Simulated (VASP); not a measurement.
# W (Pm-3n) in VASP: relaxation of volume and atoms at fixed shape with PBEsol+D3(BJ)

Aim: the relaxation of volume and atoms at fixed shape of W with PBEsol+D3(BJ).

All numbers are computed with VASP 6.6.1; they aren't measurements. Logs are shortened: lines on timing, memory, paths and dates and some standing lists are left out, and cuts for length are marked.

### 1 The cell of the first run

Symmetry: Pm-3n, No. 223, cubic system. The conventional cell has a = 5.083 Å, b = 5.083 Å, c = 5.083 Å, α = 90.00°, β = 90.00°, γ = 90.00°. Within 3.7 Å of W (site symmetry m-3) lie 12 W at 2.84 Å. W (site symmetry -4m2) has 14 W at 2.54 to 3.11 Å within 3.4 Å.

### 2 Relaxation of volume and atoms at fixed shape, PBEsol+D3(BJ)

Contents of INCAR:

```
PREC = Accurate
ENCUT = 600
EDIFF = 1E-6
ISMEAR = 0
SIGMA = 0.05
LREAL = F
LASPH = T
NELM = 100
ALGO = Normal
ISIF = 8
LWAVE = F
LCHARG = F
GGA = PS
IVDW = 12
IBRION = 2
NSW = 80
EDIFFG = -0.02
```

Contents of KPOINTS:

```
Automatic mesh
0
Gamma
  5 5 5
```

Contents of POSCAR:

```
W
1.0
    5.0830000000      0.0000000000      0.0000000000
    0.0000000000      5.0830000000      0.0000000000
    0.0000000000      0.0000000000      5.0830000000
W
8
Direct
    0.0000000000      0.0000000000      0.0000000000
    0.5000000000      0.5000000000      0.5000000000
    0.0000000000      0.5000000000      0.2500000000
    0.0000000000      0.5000000000      0.7500000000
    0.2500000000      0.0000000000      0.5000000000
    0.7500000000      0.0000000000      0.5000000000
    0.5000000000      0.7500000000      0.0000000000
    0.5000000000      0.2500000000      0.0000000000
```

Potentials or basis: VASP PAW PBE potentials, release 64 (W_sv).

Launch:

```sh
> cat potpaw_PBE.64/W_sv/POTCAR > POTCAR
> mpirun -np 1 vasp_std > vasp.out
```

OUTCAR:

```text
PREC = Accurate
   ENCUT = 600
   EDIFF = 1E-6
   ISMEAR = 0
   LREAL = F
   LASPH = T
   NELM = 100
   ISIF = 8
   GGA = PS
   IVDW = 12
   IBRION = 2
   NSW = 80
   EDIFFG = -0.02
 IVDW          = 12

 ion  position               nearest neighbor table
   1  0.000  0.000  0.000-   3 2.84   4 2.84   5 2.84   6 2.84   7 2.84   8 2.84   5 2.84   6 2.84
                             3 2.84   4 2.84   7 2.84   8 2.84
   2  0.500  0.500  0.500-   3 2.84   4 2.84   5 2.84   6 2.84   7 2.84   8 2.84   7 2.84   8 2.84
                             5 2.84   6 2.84   3 2.84   4 2.84
   3  0.000  0.500  0.250-   4 2.54   4 2.54   1 2.84   2 2.84   1 2.84   2 2.84   8 3.11   5 3.11
                             6 3.11   5 3.11   6 3.11   7 3.11   7 3.11   8 3.11
   4  0.000  0.500  0.750-   3 2.54   3 2.54   1 2.84   2 2.84   1 2.84   2 2.84   8 3.11   5 3.11
                             6 3.11   5 3.11   6 3.11   7 3.11   7 3.11   8 3.11
   5  0.250  0.000  0.500-   6 2.54   6 2.54   1 2.84   1 2.84   2 2.84   2 2.84   8 3.11   4 3.11
                             7 3.11   8 3.11   3 3.11   3 3.11   4 3.11   7 3.11
   6  0.750  0.000  0.500-   5 2.54   5 2.54   1 2.84   1 2.84   2 2.84   2 2.84   8 3.11   4 3.11
                             7 3.11   8 3.11   3 3.11   3 3.11   4 3.11   7 3.11
   7  0.500  0.750  0.000-   8 2.54   8 2.54   1 2.84   2 2.84   2 2.84   1 2.84   3 3.11   4 3.11
                             5 3.11   6 3.11   5 3.11   6 3.11   3 3.11   4 3.11
   8  0.500  0.250  0.000-   7 2.54   7 2.54   1 2.84   2 2.84   2 2.84   1 2.84   3 3.11   4 3.11
                             5 3.11   6 3.11   5 3.11   6 3.11   3 3.11   4 3.11

  LATTYP: Found a simple cubic cell.
 ALAT       =     5.0830000000

  Lattice vectors:

 A1 = (   5.0830000000,   0.0000000000,   0.0000000000)
 A2 = (   0.0000000000,   5.0830000000,   0.0000000000)
 A3 = (   0.0000000000,   0.0000000000,   5.0830000000)

Analysis of symmetry for initial positions (statically):
=====================================================================
 Subroutine PRICEL returns:
 Original cell was already a primitive cell.

 Routine SETGRP: Setting up the symmetry group for a
 simple cubic supercell.

 Subroutine GETGRP returns: Found 48 space group operations
 (whereof 24 operations were pure point group operations)
 out of a pool of 48 trial point group operations.

The static configuration has the point symmetry T_h .
 The point group associated with its full space group is O_h .

Analysis of symmetry for dynamics (positions and initial velocities):
=====================================================================
 Subroutine PRICEL returns:
 Original cell was already a primitive cell.

 Routine SETGRP: Setting up the symmetry group for a
 simple cubic supercell.

 Subroutine GETGRP returns: Found 48 space group operations
 (whereof 24 operations were pure point group operations)
 out of a pool of 48 trial point group operations.

The dynamic configuration has the point symmetry T_h .
 The point group associated with its full space group is O_h .

 Subroutine INISYM returns: Found 48 space group operations
 (whereof 24 operations are pure point group operations),
 and found     1 'primitive' translations

----------------------------------------------------------------------------------------

                                     Primitive cell

  volume of cell :     131.3289

  direct lattice vectors                    reciprocal lattice vectors
     5.083000000  0.000000000  0.000000000     0.196734212  0.000000000  0.000000000
     0.000000000  5.083000000  0.000000000     0.000000000  0.196734212  0.000000000
     0.000000000  0.000000000  5.083000000     0.000000000  0.000000000  0.196734212

  length of vectors
     5.083000000  5.083000000  5.083000000     0.196734212  0.196734212  0.196734212

  position of ions in fractional coordinates (direct lattice)
     0.000000000  0.000000000  0.000000000
     0.500000000  0.500000000  0.500000000
     0.000000000  0.500000000  0.250000000
     0.000000000  0.500000000  0.750000000
     0.250000000  0.000000000  0.500000000
     0.750000000  0.000000000  0.500000000
     0.500000000  0.750000000  0.000000000
     0.500000000  0.250000000  0.000000000

  ion indices of the primitive-cell ions
   primitive index   ion index
                 1           1
                 2           2
                 3           3
                 4           4
                 5           5
                 6           6
                 7           7
                 8           8

----------------------------------------------------------------------------------------

 KPOINTS: Automatic mesh

Automatic generation of k-mesh.
 Grid dimensions read from file:
 generate k-points for:    5    5    5

 Generating k-lattice:

  Cartesian coordinates                     Fractional coordinates (reciprocal lattice)
     0.039346842  0.000000000  0.000000000     0.200000000  0.000000000  0.000000000
     0.000000000  0.039346842  0.000000000     0.000000000  0.200000000  0.000000000
     0.000000000  0.000000000  0.039346842     0.000000000  0.000000000  0.200000000

  Length of vectors
     0.039346842  0.039346842  0.039346842

  Shift w.r.t. Gamma in fractional coordinates (k-lattice)
     0.000000000  0.000000000  0.000000000

 Subroutine IBZKPT returns following result:
 ===========================================

 Found     10 irreducible k-points:

 Following reciprocal coordinates:
            Coordinates               Weight
  0.000000  0.000000  0.000000      1.000000
  0.200000  0.000000  0.000000      6.000000
  0.400000  0.000000  0.000000      6.000000
  0.200000  0.200000  0.000000     12.000000
  0.400000  0.200000  0.000000     24.000000
  0.400000  0.400000  0.000000     12.000000
  0.200000  0.200000  0.200000      8.000000
  0.400000  0.200000  0.200000     24.000000
  0.400000  0.400000  0.200000     24.000000
  0.400000  0.400000  0.400000      8.000000
   k-points           NKPTS =     10   k-points in BZ     NKDIM =     10   number of bands    NBANDS=     67
   number of dos      NEDOS =    301   number of ions     NIONS =      8
   total plane-waves  NPLWV =  74088
   dimension x,y,z NGX =    42 NGY =   42 NGZ =   42
   dimension x,y,z NGXF=    84 NGYF=   84 NGZF=   84
   ions per type =               8
   NGX,Y,Z   is equivalent  to a cutoff of  13.74, 13.74, 13.74 a.u.
   NGXF,Y,Z  is equivalent  to a cutoff of  27.47, 27.47, 27.47 a.u.
 SYSTEM =  unknown system
   PREC   = accura    normal or accurate (medium, high low for compatibility)
   ISTART =      0    job   : 0-new  1-cont  2-samecut
   ICHARG =      2    charge: 1-file 2-atom 10-const
   ISPIN  =      1    spin polarized calculation?
   LNONCOLLINEAR =      F non collinear calculations
   LSORBIT =      F    spin-orbit coupling
   LASPH  =      T    aspherical Exc in radial PAW
   ENCUT  =  600.0 eV  44.10 Ry    6.64 a.u.  10.15 10.15 10.15*2*pi/ulx,y,z
   NELM   =    100;   NELMIN=  2; NELMDL= -5     # of ELM steps
   EDIFF  = 0.1E-05   stopping-criterion for ELM
   LREAL  =      F    real-space projection
   EDIFFG = -.2E-01   stopping-criterion for IOM
   NSW    =     80    number of steps for IOM
   IBRION =      2    ionic relax: 0-MD 1-quasi-New 2-CG
   NFREE  =      1    steps in history (QN), initial steepest desc. (CG)
   ISIF   =      8    stress and relaxation
   ISYM   =      2    0-nonsym 1-usesym 2-fastsym
   POTIM  = 0.5000    time-step for ionic-motion
   TEBEG  =    0.0;   TEEND  =   0.0 temperature during run
   PSTRESS=    0.0 pullay stress
   NELECT =     112.0000    total number of electrons
   NUPDOWN=      -1.0000    fix difference up-down
   EMIN   =  10.00;   EMAX   =-10.00  energy-range for DOS
   EFERMI =   0.00;   METHOD = LEGACY
   ISMEAR =     0;   SIGMA  =   0.05  broadening in eV -4-tet -1-fermi 0-gaus
   EFERMI_NEDOS =   21; number of points for ismear=-14 and -15
   IALGO  =     38    algorithm
   IMIX   =      4    mixing-type and parameters
     AMIX     =   0.40;   BMIX     =  1.00
     AMIX_MAG =   1.60;   BMIX_MAG =  1.00
  volume/ion in A,a.u.               =      16.42       110.78
  Fermi-wavevector in a.u.,A,eV,Ry     =   1.552485  2.933771 32.792891  2.410209
  Thomas-Fermi vector in A             =   2.656853
   LORBIT       =      0    0 simple, 1 ext, 2 COOP (PROOUT), +10 PAW based schemes
   GGA     = PS    functional components
   LHFCALC =     F    Hartree Fock is set to
   AEXX    =    0.0000 exact exchange contribution
   IVDW    =    12    specifies the selected vdW correction
   LEPSILON=     F    determine dielectric tensor
   LRPA    =     F    only Hartree local field effects (RPA)
 conjugate gradient relaxation of ions
 non-spin polarized calculation
 Gauss-broadening in eV      SIGMA  =   0.05
  energy-cutoff  :      600.00
  volume of cell :      131.33
 maximum number of plane-waves:      4400
 NGX is ok and might be reduce to    42
   NGX = 21   NGY = 21   NGZ = 21

--------------------------------------- Ionic step        1  -------------------------------------------

 number of electron     111.9999982 magnetization

 Free energy of the ion-electron system (eV)
  ---------------------------------------------------
  ext. energy  EPLUGINS =         0.00000000
  ---------------------------------------------------
  free energy    TOTEN  =      -109.57698577 eV

  energy without entropy =     -109.57335948  energy(sigma->0) =     -109.57517263

------------------------ aborting loop because EDIFF is reached ----------------------------------------

 Edisp (eV)   -5.74209

 E8    (eV) :    -4.2099

  FORCE on cell =-STRESS in cart. coord.  units (eV):
  Direction    XX          YY          ZZ          XY          YZ          ZX
  --------------------------------------------------------------------------------------
  -------------------------------------------------------------------------------------
  Total     -12.79986   -12.79986   -12.79986    -0.00000     0.00000     0.00000
  in kB    -156.15487  -156.15487  -156.15487    -0.00000     0.00000     0.00000
  external pressure =     -156.15 kB  Pullay stress =        0.00 kB

 VOLUME and BASIS-vectors are now :
 -----------------------------------------------------------------------------
  energy-cutoff  :      600.00
  volume of cell :      131.33
      direct lattice vectors                 reciprocal lattice vectors
     5.083000000  0.000000000  0.000000000     0.196734212  0.000000000  0.000000000
     0.000000000  5.083000000  0.000000000     0.000000000  0.196734212  0.000000000
     0.000000000  0.000000000  5.083000000     0.000000000  0.000000000  0.196734212
[... 139 lines left out ...]
 POSITION                                       TOTAL-FORCE (eV/Angst)
 -----------------------------------------------------------------------------------
      0.00000      0.00000      0.00000        -0.000000      0.000000      0.000000
      2.49909      2.49909      2.49909        -0.000000      0.000000      0.000000
      0.00000      2.49909      1.24954         0.000000     -0.000000     -0.000000
      4.99817      2.49909      3.74863        -0.000000      0.000000      0.000000
      1.24954      0.00000      2.49909         0.000000      0.000000     -0.000000
      3.74863      4.99817      2.49909        -0.000000      0.000000      0.000000
      2.49909      3.74863      4.99817         0.000000      0.000000     -0.000000
      2.49909      1.24954      0.00000        -0.000000     -0.000000     -0.000000
 -----------------------------------------------------------------------------------
    total drift:                                0.000000     -0.000000     -0.000000

  FREE ENERGIE OF THE ION-ELECTRON SYSTEM (eV)
  ---------------------------------------------------
  free  energy   TOTEN  =      -115.6551207940 eV

  energy  without entropy=     -115.6520222755  energy(sigma->0) =     -115.65357153

--------------------------------------- Ionic step        5  -------------------------------------------

 number of electron     111.9999987 magnetization

 Free energy of the ion-electron system (eV)
  ---------------------------------------------------
  ext. energy  EPLUGINS =         0.00000000
  ---------------------------------------------------
  free energy    TOTEN  =      -109.60663234 eV

  energy without entropy =     -109.60352296  energy(sigma->0) =     -109.60507765

 E-fermi :  11.2903     XC(G=0): -13.8389

 val. band max:       11.2813651962   @ k =   0.4000   0.0000   0.0000
 cond. band min:      11.3539908316   @ k =   0.4000   0.2000   0.0000
 fundamental gap:      0.0726256354
 Fermi energy:        11.2902983252

 k-point     1 :       0.0000    0.0000    0.0000
  band No.  band energies     occupation
      1     -62.6521      2.00000
      2     -62.5950      2.00000
      3     -62.5950      2.00000
      4     -62.4317      2.00000
      5     -62.4317      2.00000
      6     -62.4317      2.00000
[... 715 lines left out ...]
 POSITION                                       TOTAL-FORCE (eV/Angst)
 -----------------------------------------------------------------------------------
      0.00000      0.00000      0.00000         0.000000     -0.000000      0.000000
      2.49818      2.49818      2.49818         0.000000     -0.000000      0.000000
      0.00000      2.49818      1.24909         0.000000      0.000000      0.000000
      0.00000      2.49818      3.74727        -0.000000      0.000000     -0.000000
      1.24909      0.00000      2.49818         0.000000     -0.000000      0.000000
      3.74727      0.00000      2.49818        -0.000000      0.000000     -0.000000
      2.49818      3.74727      0.00000         0.000000      0.000000      0.000000
      2.49818      1.24909      0.00000         0.000000     -0.000000     -0.000000
 -----------------------------------------------------------------------------------
    total drift:                                0.000000     -0.000000     -0.000000

  FREE ENERGIE OF THE ION-ELECTRON SYSTEM (eV)
  ---------------------------------------------------
  free  energy   TOTEN  =      -115.6552563873 eV

  energy  without entropy=     -115.6521470067  energy(sigma->0) =     -115.65370170

 reached required accuracy - stopping structural energy minimisation
```

Wall time 3.9 min (1 thread of Intel Xeon 6975P-C (Granite Rapids), shared host); peak memory 0.32 GiB.

What came out:

* Free energy: -115.6553 eV
* Relaxed volume: 15.59 Å³/atom
* Relaxed cell: a = 4.996 Å, b = 4.996 Å, c = 4.996 Å, α = 90.00°, β = 90.00°, γ = 90.00°
* Space group after relaxing (to 0.1 Å): Pm-3n (No. 223)
* Pressure after relaxing: 0.0 GPa
* Band gap on the k mesh: zero (bands 56 and 57 overlap by 0.61 eV)
* Dispersion energy per atom: -0.756 eV

Final structure:
```
CELL_PARAMETERS angstrom
4.99636 0.00000 0.00000
0.00000 4.99636 0.00000
0.00000 0.00000 4.99636
ATOMIC_POSITIONS crystal
W 0.00000 0.00000 0.00000
W 0.50000 0.50000 0.50000
W 0.00000 0.50000 0.25000
W 0.00000 0.50000 0.75000
W 0.25000 0.00000 0.50000
W 0.75000 0.00000 0.50000
W 0.50000 0.75000 0.00000
W 0.50000 0.25000 0.00000
```

Caveat: the PAW data sets were made with another functional, which shifts forces and pressure a little; spin-orbit coupling is left out, which moves the levels of the heavy elements.

The gap in the log of VASP goes by the Fermi energy; the results here count the filled bands.